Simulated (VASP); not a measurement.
# ZnS (F-43m) in VASP: a series of runs

The runs below take ZnS through single point, with r2SCAN.

All numbers are computed with VASP 6.6.1; they aren't measurements. Logs are shortened: lines on timing, memory, paths and dates and some standing lists are left out, and cuts for length are marked.

## Step 1: The cell of the first run

It takes space group F-43m (No. 216, cubic). Conventional cell: a = 4.790 Å, b = 4.790 Å, c = 4.790 Å, α = 90.00°, β = 90.00°, γ = 90.00°. Within 2.7 Å of Zn (site symmetry -43m) lie 4 S at 2.07 Å. Within 2.7 Å of S (site symmetry -43m) lie 4 Zn at 2.07 Å.

## Step 2: Single point, r2SCAN

The input, POSCAR:

```
ZnS
1.0
    0.0000000000      2.3950820464      2.3950820464
    2.3950820464      0.0000000000      2.3950820464
    2.3950820464      2.3950820464      0.0000000000
Zn S
1 1
Direct
    0.0000000000      0.0000000000      0.0000000000
    0.2500000000      0.2500000000      0.2500000000
```

The input, INCAR.step1:

```
  ALGO = Normal
  EDIFF = 1E-4
  ENCUT = 520
  GGA = PE
  ISMEAR = 0
  LASPH = True
  LCHARG = False
  LREAL = False
  LWAVE = True
  NBANDS = 16
  NELM = 60
  PREC = Accurate
  SIGMA = 0.02
```

The input, INCAR.step2:

```
  ALGO = Normal
  EDIFF = 1E-6
  ENCUT = 520
  ISIF = 2
  ISMEAR = 0
  ISTART = 1
  LASPH = True
  LCHARG = True
  LELF = True
  LMIXTAU = True
  LREAL = False
  LVHAR = True
  LWAVE = False
  METAGGA = R2SCAN
  NBANDS = 16
  NELM = 60
  PREC = Accurate
  SIGMA = 0.02
```

The input, KPOINTS:

```
k-points
0
Gamma
  8 8 8
```

Potentials or basis: VASP PAW PBE potentials, release 64 (Zn, S).

The run is started by

```bash
$ cat potpaw_PBE.64/Zn/POTCAR potpaw_PBE.64/S/POTCAR > POTCAR
$ cp INCAR.step1 INCAR
$ mpirun -np 1 vasp_std > vasp.out
$ cp INCAR.step2 INCAR
$ mpirun -np 1 vasp_std > vasp.out
```

OUTCAR:

```text
EDIFF = 1E-6
   ENCUT = 520
   ISIF = 2
   ISMEAR = 0
   ISTART = 1
   LASPH = True
   LREAL = False
   METAGGA = R2SCAN
   NELM = 60
   PREC = Accurate

 ion  position               nearest neighbor table
   1  0.000  0.000  0.000-   2 2.07   2 2.07   2 2.07   2 2.07
   2  0.250  0.250  0.250-   1 2.07   1 2.07   1 2.07   1 2.07

  LATTYP: Found a face centered cubic cell.
 ALAT       =     4.7901640928

  Lattice vectors:

 A1 = (   0.0000000000,   2.3950820464,   2.3950820464)
 A2 = (   2.3950820464,   0.0000000000,   2.3950820464)
 A3 = (   2.3950820464,   2.3950820464,   0.0000000000)

Analysis of symmetry for initial positions (statically):
=====================================================================
 Subroutine PRICEL returns:
 Original cell was already a primitive cell.

 Routine SETGRP: Setting up the symmetry group for a
 face centered cubic supercell.

 Subroutine GETGRP returns: Found 24 space group operations
 (whereof 24 operations were pure point group operations)
 out of a pool of 48 trial point group operations.

The static configuration has the point symmetry T_d .

Analysis of symmetry for dynamics (positions and initial velocities):
=====================================================================
 Subroutine PRICEL returns:
 Original cell was already a primitive cell.

 Routine SETGRP: Setting up the symmetry group for a
 face centered cubic supercell.

 Subroutine GETGRP returns: Found 24 space group operations
 (whereof 24 operations were pure point group operations)
 out of a pool of 48 trial point group operations.

The dynamic configuration has the point symmetry T_d .

 Subroutine INISYM returns: Found 24 space group operations
 (whereof 24 operations are pure point group operations),
 and found     1 'primitive' translations

----------------------------------------------------------------------------------------

                                     Primitive cell

  volume of cell :      27.4784

  direct lattice vectors                    reciprocal lattice vectors
     0.000000000  2.395082046  2.395082046    -0.208761116  0.208761116  0.208761116
     2.395082046  0.000000000  2.395082046     0.208761116 -0.208761116  0.208761116
     2.395082046  2.395082046  0.000000000     0.208761116  0.208761116 -0.208761116

  length of vectors
     3.387157513  3.387157513  3.387157513     0.361584859  0.361584859  0.361584859

  position of ions in fractional coordinates (direct lattice)
     0.000000000  0.000000000  0.000000000
     0.250000000  0.250000000  0.250000000

  ion indices of the primitive-cell ions
   primitive index   ion index
                 1           1
                 2           2

----------------------------------------------------------------------------------------

 KPOINTS: k-points

Automatic generation of k-mesh.
 Grid dimensions read from file:
 generate k-points for:    8    8    8

 Generating k-lattice:

  Cartesian coordinates                     Fractional coordinates (reciprocal lattice)
    -0.026095139  0.026095139  0.026095139     0.125000000  0.000000000  0.000000000
     0.026095139 -0.026095139  0.026095139     0.000000000  0.125000000  0.000000000
     0.026095139  0.026095139 -0.026095139     0.000000000  0.000000000  0.125000000

  Length of vectors
     0.045198107  0.045198107  0.045198107

  Shift w.r.t. Gamma in fractional coordinates (k-lattice)
     0.000000000  0.000000000  0.000000000

 Subroutine IBZKPT returns following result:
 ===========================================

 Found     29 irreducible k-points:

 Following reciprocal coordinates:
            Coordinates               Weight
  0.000000  0.000000  0.000000      1.000000
  0.125000  0.000000  0.000000      8.000000
  0.250000  0.000000  0.000000      8.000000
  0.375000  0.000000  0.000000      8.000000
  0.500000  0.000000  0.000000      4.000000
  0.125000  0.125000  0.000000      6.000000
[... 16 lines left out ...]
  0.500000  0.250000  0.125000     48.000000
 -0.375000  0.250000  0.125000     24.000000
 [... further k-points ...]
   k-points           NKPTS =     29   k-points in BZ     NKDIM =     29   number of bands    NBANDS=     16
   number of dos      NEDOS =    301   number of ions     NIONS =      2
   total plane-waves  NPLWV =  21952
   dimension x,y,z NGX =    28 NGY =   28 NGZ =   28
   dimension x,y,z NGXF=    56 NGYF=   56 NGZF=   56
   ions per type =               1   1
   NGX,Y,Z   is equivalent  to a cutoff of  13.74, 13.74, 13.74 a.u.
   NGXF,Y,Z  is equivalent  to a cutoff of  27.49, 27.49, 27.49 a.u.
 SYSTEM =  unknown system
   PREC   = accura    normal or accurate (medium, high low for compatibility)
   ISTART =      1    job   : 0-new  1-cont  2-samecut
   ICHARG =      0    charge: 1-file 2-atom 10-const
   ISPIN  =      1    spin polarized calculation?
   LNONCOLLINEAR =      F non collinear calculations
   LSORBIT =      F    spin-orbit coupling
[... 114 lines left out ...]
      6      -1.5770      2.00000
[... 8 lines left out ...]
     15      20.9335      0.00000
     16      21.4517      0.00000

 k-point     6 :       0.1250    0.1250    0.0000
  band No.  band energies     occupation
      1     -10.6992      2.00000
      2      -2.8204      2.00000
      3      -2.6689      2.00000
      4      -2.6689      2.00000
      5      -1.6991      2.00000
      6      -1.6244      2.00000
[... 8 lines left out ...]
     15      18.8378      0.00000
     16      22.2975      0.00000

 k-point     7 :       0.2500    0.1250    0.0000
  band No.  band energies     occupation
      1     -10.2527      2.00000
      2      -2.8827      2.00000
      3      -2.5811      2.00000
      4      -2.5722      2.00000
      5      -1.7243      2.00000
      6      -1.5989      2.00000
[... 8 lines left out ...]
     15      18.8449      0.00000
     16      21.8642      0.00000

 k-point     8 :       0.3750    0.1250    0.0000
  band No.  band energies     occupation
      1      -9.5962      2.00000
      2      -2.8344      2.00000
      3      -2.5004      2.00000
      4      -2.4841      2.00000
      5      -1.6723      2.00000
      6      -1.5690      2.00000
[... 8 lines left out ...]
     15      20.0311      0.00000
     16      21.4203      0.00000

 k-point     9 :       0.5000    0.1250    0.0000
  band No.  band energies     occupation
      1      -9.1136      2.00000
      2      -2.6111      2.00000
      3      -2.4511      2.00000
      4      -2.3866      2.00000
      5      -1.5695      2.00000
      6      -1.5290      2.00000
[... 8 lines left out ...]
     15      20.9661      0.00000
     16      22.6343      0.00000
[... 172 lines left out ...]
 k-point    19 :       0.5000    0.3750    0.0000
  band No.  band energies     occupation
      1      -8.6768      2.00000
      2      -3.1176      2.00000
      3      -2.0924      2.00000
      4      -2.0641      2.00000
      5      -1.4938      2.00000
      6      -1.3792      2.00000
[... 8 lines left out ...]
     15      21.6743      0.00000
     16      23.9402      0.00000

 k-point    20 :      -0.3750    0.3750    0.0000
  band No.  band energies     occupation
      1      -8.6119      2.00000
      2      -2.8753      2.00000
      3      -2.1514      2.00000
      4      -1.9223      2.00000
      5      -1.5700      2.00000
      6      -1.0166      2.00000
[... 8 lines left out ...]
     15      20.0391      0.00000
     16      25.7433      0.00000

 k-point    21 :       0.5000    0.5000    0.0000
  band No.  band energies     occupation
      1      -8.5625      2.00000
      2      -3.2407      2.00000
      3      -2.0121      2.00000
      4      -2.0121      2.00000
      5      -1.4575      2.00000
      6      -1.3114      2.00000
[... 8 lines left out ...]
     15      21.2855      0.00000
     16      22.9675      0.00000

 k-point    22 :       0.3750    0.2500    0.1250
  band No.  band energies     occupation
      1      -9.7524      2.00000
      2      -2.9066      2.00000
      3      -2.5036      2.00000
      4      -2.4488      2.00000
      5      -1.7312      2.00000
      6      -1.5583      2.00000
[... 8 lines left out ...]
     15      20.5489      0.00000
     16      23.4776      0.00000

 k-point    23 :       0.5000    0.2500    0.1250
  band No.  band energies     occupation
      1      -9.1663      2.00000
      2      -2.7451      2.00000
      3      -2.4770      2.00000
      4      -2.2969      2.00000
      5      -1.6454      2.00000
      6      -1.5359      2.00000
[... 8 lines left out ...]
     15      21.9828      0.00000
     16      23.2580      0.00000

 k-point    24 :      -0.3750    0.2500    0.1250
  band No.  band energies     occupation
      1      -8.8889      2.00000
      2      -2.6050      2.00000
      3      -2.4304      2.00000
      4      -2.0871      2.00000
      5      -1.6441      2.00000
      6      -1.3652      2.00000
[... 8 lines left out ...]
     15      21.4593      0.00000
     16      23.1934      0.00000

 [... further k-points ...]

------------------------ aborting loop because EDIFF is reached ----------------------------------------

  FORCE on cell =-STRESS in cart. coord.  units (eV):
  Direction    XX          YY          ZZ          XY          YZ          ZX
  --------------------------------------------------------------------------------------
  -------------------------------------------------------------------------------------
  Total       10.3891277     10.3891277     10.3891277     -0.0000000      0.0000000      0.0000000
  in kB      605.7570610    605.7570610    605.7570610     -0.0000000      0.0000000      0.0000000
  external PRESSURE =     605.7570610 kB  Pullay stress =       0.0000000 kB

 VOLUME and BASIS-vectors are now :
 -----------------------------------------------------------------------------
  energy-cutoff  :      520.00
  volume of cell :       27.48
      direct lattice vectors                 reciprocal lattice vectors
     0.000000000  2.395082046  2.395082046    -0.208761116  0.208761116  0.208761116
     2.395082046  0.000000000  2.395082046     0.208761116 -0.208761116  0.208761116
     2.395082046  2.395082046  0.000000000     0.208761116  0.208761116 -0.208761116

 POSITION                                       TOTAL-FORCE (eV/Angst)
 -----------------------------------------------------------------------------------
      0.00000      0.00000      0.00000        -0.000000      0.000000     -0.000000
      1.19754      1.19754      1.19754         0.000000     -0.000000      0.000000
 -----------------------------------------------------------------------------------
    total drift:                                0.000043      0.000043      0.000043

  FREE ENERGIE OF THE ION-ELECTRON SYSTEM (eV)
  ---------------------------------------------------
  free  energy   TOTEN  =       -17.2627048774 eV

  energy  without entropy=      -17.2627048774  energy(sigma->0) =      -17.26270488
```

Run time: 40 s. Hardware: 1 thread of AMD EPYC 9R45 (Zen 5), shared host; peak memory 0.13 GiB.

Results:

```yaml
Free_energy: -17.2627 eV
Pressure: 60.6 GPa
Band_gap_on_the_k_mesh: 2.67 eV, indirect (least direct gap 4.50 eV)
```

Caveat: the PAW data sets were made with another functional, which shifts forces and pressure a little.

## Step 3: Single point, r2SCAN

This run uses another cell than the first one, of 15.53 Å³/atom, 1.130 times its volume.

The input, POSCAR:

```
ZnS
1.0
    0.0000000000      2.4949780609      2.4949780609
    2.4949780609      0.0000000000      2.4949780609
    2.4949780609      2.4949780609      0.0000000000
Zn S
1 1
Direct
    0.0000000000      0.0000000000      0.0000000000
    0.2500000000      0.2500000000      0.2500000000
```

The input, INCAR.step1:

```
SYSTEM = ZnS
PREC     = Accurate       ! precision mode
ENCUT    = 520            ! plane-wave cutoff, eV
ISMEAR   = 0              ! smearing method
SIGMA    = 0.02           ! smearing width, eV
LREAL    = .FALSE.        ! projectors in reciprocal space
LASPH    = .TRUE.         ! aspherical terms in the spheres
NELM     = 60             ! most SCF steps
NBANDS   = 16             ! bands
GGA      = PE             ! functional
ALGO     = Normal         ! electronic algorithm
EDIFF    = 1E-4           ! SCF threshold, eV
LWAVE    = .TRUE.         ! write WAVECAR
LCHARG   = .FALSE.        ! write CHGCAR
```

The input, INCAR.step2:

```
SYSTEM = ZnS
PREC     = Accurate       ! precision mode
ENCUT    = 520            ! plane-wave cutoff, eV
EDIFF    = 1E-7           ! SCF threshold, eV
ISMEAR   = 0              ! smearing method
SIGMA    = 0.02           ! smearing width, eV
LREAL    = .FALSE.        ! projectors in reciprocal space
LASPH    = .TRUE.         ! aspherical terms in the spheres
NELM     = 60             ! most SCF steps
ALGO     = Normal         ! electronic algorithm
ISIF     = 2              ! what is computed and relaxed
LWAVE    = .FALSE.        ! write WAVECAR
LCHARG   = .FALSE.        ! write CHGCAR
METAGGA  = R2SCAN         ! meta-GGA
LMIXTAU  = .TRUE.       
NBANDS   = 16             ! bands
ISTART   = 1
```

The input, KPOINTS:

```
regular mesh
0
G
  8 8 8
  0 0 0
```

Potentials or basis: VASP PAW PBE potentials, release 64 (Zn, S).

The run is started by

```bash
$ cat potpaw_PBE.64/Zn/POTCAR potpaw_PBE.64/S/POTCAR > POTCAR
$ cp INCAR.step1 INCAR
$ mpirun -np 1 vasp_std > vasp.out
$ cp INCAR.step2 INCAR
$ mpirun -np 1 vasp_std > vasp.out
```

Run time: 55 s. Hardware: 1 thread of AMD EPYC 9R45 (Zen 5), shared host; peak memory 0.14 GiB.

The run converged. Its results:

* Free energy: -18.2475 eV
* Pressure: 30.2 GPa
* Band gap on the k mesh: 3.08 eV, indirect (least direct gap 3.86 eV)

Levels at points of the mesh, in eV from the valence-band top:
```tsv
k point	band 7	band 8	band 9	band 10	band 11	band 12
(0.00, 0.00, 0.00)	0.00	0.00	0.00	3.86	6.56	6.56
(0.50, 0.00, 0.00)	-6.58	-1.31	-1.31	4.23	7.08	7.08
(0.50, 0.50, 0.00)	-5.69	-3.33	-3.33	3.08	4.20	13.90
```

Caveat: the PAW data sets were made with another functional, which shifts forces and pressure a little. r2SCAN opens gaps a little over a GGA but as a rule still falls short of measured ones.

## Step 4: Single point, r2SCAN

This run uses another cell than the first one, of 15.53 Å³/atom, 1.130 times its volume.

POSCAR is that of step 3.

The input, INCAR.step1:

```
PREC = Accurate
ENCUT = 520
ISMEAR = 0
SIGMA = 0.02
LREAL = F
LASPH = T
NELM = 100
NBANDS = 16
GGA = PE
ALGO = Normal
EDIFF = 1E-4
LWAVE = T
LCHARG = F
```

The input, INCAR.step2:

```
PREC = Accurate
ENCUT = 520
EDIFF = 1E-6
ISMEAR = 0
SIGMA = 0.02
LREAL = F
LASPH = T
NELM = 100
ALGO = Normal
ISIF = 2
LWAVE = F
LCHARG = F
METAGGA = R2SCAN
LMIXTAU = T
NBANDS = 16
ISTART = 1
```

The input, KPOINTS:

```
Automatic mesh
0
Gamma
  8 8 8
```

The run is started by

```bash
$ cat potpaw_PBE.64/Zn/POTCAR potpaw_PBE.64/S/POTCAR > POTCAR
$ cp INCAR.step1 INCAR
$ mpirun -np 1 vasp_std > vasp.out
$ cp INCAR.step2 INCAR
$ mpirun -np 1 vasp_std > vasp.out
```

Run time: 47 s. Hardware: 1 thread of AMD EPYC 9R45 (Zen 5), shared host; peak memory 0.13 GiB.

The run converged. Its results:

```
Free energy            : -18.2475 eV
Pressure               : 30.2 GPa
Band gap on the k mesh : 3.08 eV, indirect (least direct gap 3.86 eV)
```

Levels at points of the mesh, in eV from the valence-band top:
| k point | band 7 | band 8 | band 9 | band 10 | band 11 | band 12 |
| --- | --- | --- | --- | --- | --- | --- |
| (0.00, 0.00, 0.00) | 0.00 | 0.00 | 0.00 | 3.86 | 6.56 | 6.56 |
| (0.50, 0.00, 0.00) | -6.58 | -1.31 | -1.31 | 4.23 | 7.08 | 7.08 |
| (0.50, 0.50, 0.00) | -5.69 | -3.33 | -3.33 | 3.08 | 4.20 | 13.90 |

Caveat: the PAW data sets were made with another functional, which shifts forces and pressure a little. A k mesh can miss the band edges.

## Step 5: Single point, r2SCAN

This run uses another cell than the first one, of 17.00 Å³/atom, 1.237 times its volume.

The input, POSCAR:

```
ZnS
1.0
    0.0000000000      2.5712343488      2.5712343488
    2.5712343488      0.0000000000      2.5712343488
    2.5712343488      2.5712343488      0.0000000000
Zn S
1 1
Direct
    0.0000000000      0.0000000000      0.0000000000
    0.2500000000      0.2500000000      0.2500000000
```

The input, INCAR.step1:

```
ALGO     = Normal         # electronic algorithm
EDIFF    = 1E-4           # SCF threshold, eV
ENCUT    = 520            # plane-wave cutoff, eV
GGA      = PE             # functional
ISMEAR   = 0              # smearing method
LASPH    = True           # aspherical terms in the spheres
LCHARG   = False          # write CHGCAR
LREAL    = False          # projectors in reciprocal space
LWAVE    = True           # write WAVECAR
NBANDS   = 16             # bands
NELM     = 60             # most SCF steps
PREC     = Accurate       # precision mode
SIGMA    = 0.02           # smearing width, eV
```

The input, INCAR.step2:

```
ALGO     = Normal         # electronic algorithm
EDIFF    = 1E-7           # SCF threshold, eV
ENCUT    = 520            # plane-wave cutoff, eV
ISIF     = 2              # what is computed and relaxed
ISMEAR   = 0              # smearing method
ISTART   = 1            
LASPH    = True           # aspherical terms in the spheres
LCHARG   = True           # write CHGCAR
LELF     = True           # ELF
LMIXTAU  = True         
LREAL    = False          # projectors in reciprocal space
LVHAR    = True         
LWAVE    = False          # write WAVECAR
METAGGA  = R2SCAN         # meta-GGA
NBANDS   = 16             # bands
NELM     = 60             # most SCF steps
PREC     = Accurate       # precision mode
SIGMA    = 0.02           # smearing width, eV
```

The input, KPOINTS:

```
k-points
0
Gamma
  8 8 8
```

The run is started by

```bash
$ cat potpaw_PBE.64/Zn/POTCAR potpaw_PBE.64/S/POTCAR > POTCAR
$ cp INCAR.step1 INCAR
$ mpirun -np 1 vasp_std > vasp.out
$ cp INCAR.step2 INCAR
$ mpirun -np 1 vasp_std > vasp.out
```

It took 56 s on 1 thread of AMD EPYC 9R45 (Zen 5), shared host; peak memory 0.14 GiB.

The run converged. Its results:

- Free energy: -18.6538 eV
- Pressure: 15.1 GPa
- Band gap on the k mesh: 3.35 eV, indirect (least direct gap 3.40 eV)

Levels at points of the mesh, in eV from the valence-band top:
```
           k point  band 5  band 6  band 7  band 8  band 9  band 10  band 11  band 12  band 13  band 14
(0.00, 0.00, 0.00)   -6.48   -6.48    0.00    0.00    0.00     3.40     6.73     6.73     6.73    12.44
(0.50, 0.00, 0.00)   -6.44   -6.44   -6.18   -1.13   -1.13     4.09     7.24     7.24     9.95    13.75
(0.50, 0.50, 0.00)   -6.37   -6.21   -5.25   -2.89   -2.89     3.35     4.37    13.03    13.87    13.87
```

Caveat: the PAW data sets were made with another functional, which shifts forces and pressure a little. r2SCAN opens gaps a little over a GGA but as a rule still falls short of measured ones.

## Step 6: The runs side by side

| cell | gap on the mesh (eV) | pressure (GPa) |
| --- | --- | --- |
| a = 3.387 Å, angles 60.0°, 2 atoms | 2.67 | 60.6 |
| a = 3.528 Å, angles 60.0°, 2 atoms | 3.08 | 30.2 |
| a = 3.636 Å, angles 60.0°, 2 atoms | 3.35 | 15.1 |

Alike in all rows: task single point; level r2SCAN; potentials or basis VASP PAW PBE potentials, release 64 (Zn, S); no spin polarisation; k mesh 8 × 8 × 8; cutoff (eV) 520; smearing gaussian 0.02 eV.

Caveats: the PAW data sets were made with another functional, which shifts forces and pressure a little.

Absolute energies hang on the potentials; compare differences alone.
